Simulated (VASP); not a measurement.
A run of VASP 6.6.1 is set up as follows.

File INCAR:

```
SYSTEM = Te
  PREC = Accurate
  ENCUT = 520
  EDIFF = 1E-6
  ISMEAR = 0
  SIGMA = 0.15
  LREAL = .FALSE.
  LASPH = .TRUE.
  NELM = 80
  ALGO = Normal
  ISIF = 2
  LWAVE = .FALSE.
  LCHARG = .FALSE.
  GGA = PE
  NBANDS = 9
```

The input KPOINTS:

```
Automatic mesh
0
G
  15 15 15
  0 0 0
```

POSCAR

```
Te
1.0
    2.1734704194      1.2548537318      1.8387559748
   -2.1734704194      1.2548537318      1.8387559748
    0.0000000000     -2.5097074635      1.8387559749
Te
1
Direct
    0.5000000000      0.5000000000      0.5000000000
```

Potentials or basis: VASP PAW PBE potentials, release 64 (Te).

The run is started by

```console
$ cat potpaw_PBE.64/Te/POTCAR > POTCAR
$ mpirun -np 1 vasp_std > vasp.out
```

(1) Predict the band gap on the k mesh.

(2) Estimate the pressure.

Results:

(1) zero (band 3 reaches 10.34 eV, above the bottom of band 4 at 4.44 eV).

(2) 5.1 GPa.

Caveat: spin-orbit coupling is left out, which moves the levels of the heavy elements.
